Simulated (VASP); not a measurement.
Write the native input for VASP 6.6.1 that does the following.

```yaml
Task: single point
Functional: r2SCAN
Potentials_or_basis: VASP PAW PBE potentials, release 64 (Ti_sv)
Cutoff: 520 eV
k_mesh: 20 × 20 × 20
Occupations: gaussian, width 0.15 eV
Spin: no spin polarisation
Dipole_correction: no
Further_INCAR_settings: ALGO = Normal; EDIFF = 1e-06; NBANDS = 12
```

Crystal: Ti.

```
CELL_PARAMETERS angstrom
-1.64100 1.76408 1.64100
1.64100 -1.76408 1.64100
1.64100 1.76408 -1.64100
ATOMIC_POSITIONS crystal
Ti 0.00000 0.00000 0.00000
```

This cell differs from its parent crystal: strain +0.0750 x Voigt [0, 1, 0, 0, 0, 0].

The input as run:

POSCAR

```
Ti
1.0
   -1.6410000000      1.7640750000      1.6410000000
    1.6410000000     -1.7640750000      1.6410000000
    1.6410000000      1.7640750000     -1.6410000000
Ti
1
Direct
    0.0000000000      0.0000000000      0.0000000000
```

INCAR.step1

```
PREC = Accurate
ENCUT = 520
ISMEAR = 0
SIGMA = 0.15
LREAL = False
LASPH = True
NELM = 100
NBANDS = 12
GGA = PE
ALGO = Normal
EDIFF = 1E-4
LWAVE = True
LCHARG = False
```

INCAR.step2

```
PREC = Accurate
ENCUT = 520
EDIFF = 1E-6
ISMEAR = 0
SIGMA = 0.15
LREAL = False
LASPH = True
NELM = 100
ALGO = Normal
ISIF = 2
LWAVE = False
LCHARG = True
METAGGA = R2SCAN
LMIXTAU = True
LELF = True
LVHAR = True
NBANDS = 12
ISTART = 1
```

KPOINTS

```
Automatic mesh
0
Gamma
  20 20 20
```

Potentials or basis: VASP PAW PBE potentials, release 64 (Ti_sv).

Command:

```sh
$ cat potpaw_PBE.64/Ti_sv/POTCAR > POTCAR
$ cp INCAR.step1 INCAR
$ mpirun -np 1 vasp_std > vasp.out
$ cp INCAR.step2 INCAR
$ mpirun -np 1 vasp_std > vasp.out
```

It gave:

```yaml
Pressure: -8.9 GPa
Band_gap_on_the_k_mesh: zero (bands 6 and 7 overlap by 1.60 eV)
```

Caveat: the cell differs from its parent crystal (strain +0.0750 x Voigt [0, 1, 0, 0, 0, 0]); the cell stands under tension; the PAW data sets were made with another functional, which shifts forces and pressure a little.

Wall time 6.6 min on 1 thread of Intel(R) Xeon(R) Platinum 8375C CPU @ 2.90GHz (Ice Lake), with other jobs on the host, peak memory 0.26 GiB.
